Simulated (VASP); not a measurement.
# Sn in VASP: single point with r2SCAN

Aim: the single point of Sn with r2SCAN.

Everything below comes from runs of VASP 6.6.1. Logs are shortened: lines on timing, memory, paths and dates and some standing lists are left out, and cuts for length are marked.

## Step 1: The cell of the first run

The cell holds a sublattice, 1 atom: a = 5.461 Å, b = 5.461 Å, c = 5.461 Å, α = 60.00°, β = 60.00°, γ = 60.00°.

## Step 2: Single point, r2SCAN

The input, POSCAR:

```
Sn
1.0
    0.0000000000      3.8612190000      3.8612190000
    3.8612190000      0.0000000000      3.8612190000
    3.8612190000      3.8612190000      0.0000000000
Sn
1
Direct
    0.0000000000      0.0000000000      0.0000000000
```

The input, INCAR.step1:

```
SYSTEM = Sn
PREC = Accurate
ENCUT = 440
ISMEAR = 0
SIGMA = 0.1
LREAL = .FALSE.
LASPH = .TRUE.
NELM = 120
NBANDS = 13
GGA = PE
ALGO = Normal
EDIFF = 1E-5
LWAVE = .TRUE.
LCHARG = .FALSE.
GGA_COMPAT = .FALSE.
```

The input, INCAR.step2:

```
SYSTEM = Sn
PREC = Accurate
ENCUT = 440
EDIFF = 1E-6
ISMEAR = 0
SIGMA = 0.1
LREAL = .FALSE.
LASPH = .TRUE.
NELM = 120
ALGO = Normal
ISIF = 2
LWAVE = .FALSE.
LCHARG = .FALSE.
METAGGA = R2SCAN
LMIXTAU = .TRUE.
NBANDS = 13
ISTART = 1
GGA_COMPAT = .FALSE.
```

The input, KPOINTS:

```
regular mesh
0
G
  6 6 6
  0 0 0
```

Potentials or basis: VASP PAW PBE potentials, release 64 (Sn_d).

On the command line:

```
cat potpaw_PBE.64/Sn_d/POTCAR > POTCAR
cp INCAR.step1 INCAR
mpirun -np 1 vasp_std > vasp.out
cp INCAR.step2 INCAR
mpirun -np 1 vasp_std > vasp.out
```

OUTCAR:

```text
SYSTEM = Sn
   PREC = Accurate
   ENCUT = 440
   EDIFF = 1E-6
   ISMEAR = 0
   LREAL = .FALSE.
   LASPH = .TRUE.
   NELM = 120
   ISIF = 2
   METAGGA = R2SCAN
   ISTART = 1

 ion  position               nearest neighbor table
   1  0.000  0.000  0.000-

  LATTYP: Found a face centered cubic cell.
 ALAT       =     7.7224380000

  Lattice vectors:

 A1 = (   0.0000000000,   3.8612190000,   3.8612190000)
 A2 = (   3.8612190000,   0.0000000000,   3.8612190000)
 A3 = (   3.8612190000,   3.8612190000,   0.0000000000)

Analysis of symmetry for initial positions (statically):
=====================================================================
 Subroutine PRICEL returns:
 Original cell was already a primitive cell.

 Routine SETGRP: Setting up the symmetry group for a
 face centered cubic supercell.

 Subroutine GETGRP returns: Found 48 space group operations
 (whereof 48 operations were pure point group operations)
 out of a pool of 48 trial point group operations.

The static configuration has the point symmetry O_h .

Analysis of symmetry for dynamics (positions and initial velocities):
=====================================================================
 Subroutine PRICEL returns:
 Original cell was already a primitive cell.

 Routine SETGRP: Setting up the symmetry group for a
 face centered cubic supercell.

 Subroutine GETGRP returns: Found 48 space group operations
 (whereof 48 operations were pure point group operations)
 out of a pool of 48 trial point group operations.

The dynamic configuration has the point symmetry O_h .

 Subroutine INISYM returns: Found 48 space group operations
 (whereof 48 operations are pure point group operations),
 and found     1 'primitive' translations

----------------------------------------------------------------------------------------

                                     Primitive cell

  volume of cell :     115.1339

  direct lattice vectors                    reciprocal lattice vectors
     0.000000000  3.861219000  3.861219000    -0.129492785  0.129492785  0.129492785
     3.861219000  0.000000000  3.861219000     0.129492785 -0.129492785  0.129492785
     3.861219000  3.861219000  0.000000000     0.129492785  0.129492785 -0.129492785

  length of vectors
     5.460588277  5.460588277  5.460588277     0.224288082  0.224288082  0.224288082

  position of ions in fractional coordinates (direct lattice)
     0.000000000  0.000000000  0.000000000

  ion indices of the primitive-cell ions
   primitive index   ion index
                 1           1

----------------------------------------------------------------------------------------

 KPOINTS: regular mesh

Automatic generation of k-mesh.
 Grid dimensions read from file:
 generate k-points for:    6    6    6

 Generating k-lattice:

  Cartesian coordinates                     Fractional coordinates (reciprocal lattice)
    -0.021582131  0.021582131  0.021582131     0.166666667  0.000000000  0.000000000
     0.021582131 -0.021582131  0.021582131     0.000000000  0.166666667  0.000000000
     0.021582131  0.021582131 -0.021582131     0.000000000  0.000000000  0.166666667

  Length of vectors
     0.037381347  0.037381347  0.037381347

  Shift w.r.t. Gamma in fractional coordinates (k-lattice)
     0.000000000  0.000000000  0.000000000

 Subroutine IBZKPT returns following result:
 ===========================================

 Found     16 irreducible k-points:

 Following reciprocal coordinates:
            Coordinates               Weight
  0.000000  0.000000  0.000000      1.000000
  0.166667  0.000000  0.000000      8.000000
  0.333333  0.000000  0.000000      8.000000
  0.500000  0.000000  0.000000      4.000000
  0.166667  0.166667  0.000000      6.000000
  0.333333  0.166667  0.000000     24.000000
[... 8 lines left out ...]
 -0.333333  0.333333  0.166667     24.000000
 -0.333333  0.500000  0.166667     12.000000
   k-points           NKPTS =     16   k-points in BZ     NKDIM =     16   number of bands    NBANDS=     13
   number of dos      NEDOS =    301   number of ions     NIONS =      1
   total plane-waves  NPLWV =  64000
   dimension x,y,z NGX =    40 NGY =   40 NGZ =   40
   dimension x,y,z NGXF=    80 NGYF=   80 NGZF=   80
   ions per type =               1
   NGX,Y,Z   is equivalent  to a cutoff of  12.18, 12.18, 12.18 a.u.
   NGXF,Y,Z  is equivalent  to a cutoff of  24.36, 24.36, 24.36 a.u.
 SYSTEM =  Sn
   PREC   = accura    normal or accurate (medium, high low for compatibility)
   ISTART =      1    job   : 0-new  1-cont  2-samecut
   ICHARG =      0    charge: 1-file 2-atom 10-const
   ISPIN  =      1    spin polarized calculation?
   LNONCOLLINEAR =      F non collinear calculations
   LSORBIT =      F    spin-orbit coupling
   LASPH  =      T    aspherical Exc in radial PAW
   ENCUT  =  440.0 eV  32.34 Ry    5.69 a.u.   9.34  9.34  9.34*2*pi/ulx,y,z
   NELM   =    120;   NELMIN=  2; NELMDL=  0     # of ELM steps
   EDIFF  = 0.1E-05   stopping-criterion for ELM
   LREAL  =      F    real-space projection
   EDIFFG = 0.1E-04   stopping-criterion for IOM
   NSW    =      0    number of steps for IOM
   IBRION =     -1    ionic relax: 0-MD 1-quasi-New 2-CG
   NFREE  =      0    steps in history (QN), initial steepest desc. (CG)
   ISIF   =      2    stress and relaxation
   ISYM   =      2    0-nonsym 1-usesym 2-fastsym
   POTIM  = 0.5000    time-step for ionic-motion
   TEBEG  =    0.0;   TEEND  =   0.0 temperature during run
   PSTRESS=    0.0 pullay stress
   NELECT =      14.0000    total number of electrons
   NUPDOWN=      -1.0000    fix difference up-down
   EMIN   =  10.00;   EMAX   =-10.00  energy-range for DOS
   EFERMI =   0.00;   METHOD = LEGACY
   ISMEAR =     0;   SIGMA  =   0.10  broadening in eV -4-tet -1-fermi 0-gaus
   EFERMI_NEDOS =   21; number of points for ismear=-14 and -15
   IALGO  =     38    algorithm
   IMIX   =      4    mixing-type and parameters
     AMIX     =   0.40;   BMIX     =  1.00
     AMIX_MAG =   1.60;   BMIX_MAG =  1.00
  volume/ion in A,a.u.               =     115.13       776.96
  Fermi-wavevector in a.u.,A,eV,Ry     =   0.811054  1.532670  8.950028  0.657809
  Thomas-Fermi vector in A             =   1.920343
   LORBIT       =      0    0 simple, 1 ext, 2 COOP (PROOUT), +10 PAW based schemes
   METAGGA = R2SCAN    functional components
   LHFCALC =     F    Hartree Fock is set to
   AEXX    =    0.0000 exact exchange contribution
   IVDW    =     0    specifies the selected vdW correction
   LEPSILON=     F    determine dielectric tensor
   LRPA    =     F    only Hartree local field effects (RPA)
 non-spin polarized calculation
 Gauss-broadening in eV      SIGMA  =   0.10
  energy-cutoff  :      440.00
  volume of cell :      115.13
 maximum number of plane-waves:      2450
 NGX is ok and might be reduce to    40
   NGX = 19   NGY = 19   NGZ = 19

 number of electron      13.9999997 magnetization

 Free energy of the ion-electron system (eV)
  ---------------------------------------------------
  ext. energy  EPLUGINS =         0.00000000
  ---------------------------------------------------
  free energy    TOTEN  =       -21.63518347 eV

  energy without entropy =      -21.62477627  energy(sigma->0) =      -21.62997987

 E-fermi :  -1.1631     XC(G=0):  -5.3530

 val. band max:       -1.1722296098   @ k =  -0.1667   0.1667   0.0000
 cond. band min:      -1.1271100255   @ k =  -0.3333   0.3333   0.1667
 fundamental gap:      0.0451195844
 Fermi energy:        -1.1630935723

 k-point     1 :       0.0000    0.0000    0.0000
  band No.  band energies     occupation
      1     -24.0914      2.00000
      2     -24.0914      2.00000
      3     -24.0912      2.00000
      4     -24.0912      2.00000
      5     -24.0912      2.00000
      6      -8.3794      2.00000
      7      -0.1591      0.00000
      8      -0.1590      0.00000
      9      -0.1590      0.00000
     10       2.2403      0.00000
     11       5.7510      0.00000
     12       5.7510      0.00000
     13       5.7510      0.00000

 k-point     2 :       0.1667    0.0000    0.0000
  band No.  band energies     occupation
      1     -24.0914      2.00000
      2     -24.0914      2.00000
      3     -24.0912      2.00000
      4     -24.0911      2.00000
      5     -24.0911      2.00000
      6      -8.3234      2.00000
      7      -0.7559      0.00000
      8      -0.2134      0.00000
      9      -0.2134      0.00000
     10       2.8718      0.00000
     11       5.1879      0.00000
     12       5.9081      0.00000
     13       5.9081      0.00000

 k-point     3 :       0.3333    0.0000    0.0000
  band No.  band energies     occupation
      1     -24.0914      2.00000
      2     -24.0914      2.00000
      3     -24.0911      2.00000
      4     -24.0909      2.00000
      5     -24.0909      2.00000
      6      -8.2041      2.00000
      7      -1.5636      2.00000
      8      -0.3146      0.00000
      9      -0.3146      0.00000
     10       3.3486      0.00000
     11       5.4024      0.00000
     12       5.6455      0.00000
     13       5.6455      0.00000
[... 177 lines left out ...]
 k-point    15 :      -0.3333    0.3333    0.1667
  band No.  band energies     occupation
      1     -24.0914      2.00000
      2     -24.0912      2.00000
      3     -24.0910      2.00000
      4     -24.0910      2.00000
      5     -24.0907      2.00000
      6      -8.0810      2.00000
      7      -1.5471      2.00000
      8      -1.1271      0.61083
      9      -0.6686      0.00000
     10       4.0807      0.00000
     11       4.5935      0.00000
     12       5.5034      0.00000
     13       6.2729      0.00000

 k-point    16 :      -0.3333    0.5000    0.1667
  band No.  band energies     occupation
      1     -24.0914      2.00000
      2     -24.0912      2.00000
      3     -24.0911      2.00000
      4     -24.0908      2.00000
      5     -24.0906      2.00000
      6      -8.0610      2.00000
      7      -1.5406      2.00000
      8      -1.0726      0.20041
      9      -0.8594      0.00002
     10       3.5999      0.00000
     11       4.4623      0.00000
     12       6.0594      0.00000
     13       6.3315      0.00000

------------------------ aborting loop because EDIFF is reached ----------------------------------------

  FORCE on cell =-STRESS in cart. coord.  units (eV):
  Direction    XX          YY          ZZ          XY          YZ          ZX
  --------------------------------------------------------------------------------------
  -------------------------------------------------------------------------------------
  Total       -1.8705340     -1.8705340     -1.8705340     -0.0000000      0.0000000      0.0000000
  in kB      -26.0299232    -26.0299232    -26.0299232     -0.0000000      0.0000000      0.0000000
  external PRESSURE =     -26.0299232 kB  Pullay stress =       0.0000000 kB

 VOLUME and BASIS-vectors are now :
 -----------------------------------------------------------------------------
  energy-cutoff  :      440.00
  volume of cell :      115.13
      direct lattice vectors                 reciprocal lattice vectors
     0.000000000  3.861219000  3.861219000    -0.129492785  0.129492785  0.129492785
     3.861219000  0.000000000  3.861219000     0.129492785 -0.129492785  0.129492785
     3.861219000  3.861219000  0.000000000     0.129492785  0.129492785 -0.129492785

 POSITION                                       TOTAL-FORCE (eV/Angst)
 -----------------------------------------------------------------------------------
      0.00000      0.00000      0.00000        -0.000000      0.000000     -0.000000
 -----------------------------------------------------------------------------------
    total drift:                               -0.000000      0.000000     -0.000000

  FREE ENERGIE OF THE ION-ELECTRON SYSTEM (eV)
  ---------------------------------------------------
  free  energy   TOTEN  =       -21.6351834710 eV

  energy  without entropy=      -21.6247762672  energy(sigma->0) =      -21.62997987
```

Wall time 72 s (1 thread of Intel Xeon Platinum 8488C (Sapphire Rapids), shared host); peak memory 0.25 GiB.

Results:

* Free energy: -21.6352 eV
* Pressure: -2.6 GPa
* Band gap on the k mesh: zero (bands 7 and 8 overlap by 1.20 eV)

Caveat: the PAW data sets were made with another functional, which shifts forces and pressure a little; spin-orbit coupling is left out, which moves the levels of the heavy elements.
